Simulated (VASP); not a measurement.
A run of VASP 6.6.1 is set up as follows.

The input INCAR:

```
  PREC = Accurate
  ENCUT = 520
  EDIFF = 1E-6
  ISMEAR = 0
  SIGMA = 0.01
  LREAL = F
  LASPH = T
  NELM = 150
  ALGO = Normal
  ISIF = 2
  LWAVE = F
  LCHARG = F
  ISPIN = 2
  MAGMOM = 0.5 -0.25
  LORBIT = 11
  GGA = RP
  NBANDS = 26
```

File KPOINTS:

```
Automatic mesh
0
Gamma
  7 7 7
```

Contents of POSCAR:

```
Bi
1.0
    2.1049605360      1.2152995321      3.6557153654
   -2.1049605360      1.2152995321      3.6557153654
    0.0000000000     -2.4305990643      3.6557153654
Bi
2
Direct
    0.7660000000      0.7660000000      0.7660000000
    0.2340000000      0.2340000000      0.2340000000
```

Potentials or basis: VASP PAW PBE potentials, release 64 (Bi_d).

Run with:

```sh
$ cat potpaw_PBE.64/Bi_d/POTCAR > POTCAR
$ mpirun -np 1 vasp_std > vasp.out
```

What does it give for the pressure?

23.3 GPa.

Estimate the net moment.

0.00 μB per cell.

Forces on the atoms (eV/Å):
```
Bi   0.000  0.000 -1.608
Bi   0.000  0.000  1.608
```

Caveat: the cell stands under pressure; the PAW data sets were made with another functional, which shifts forces and pressure a little.
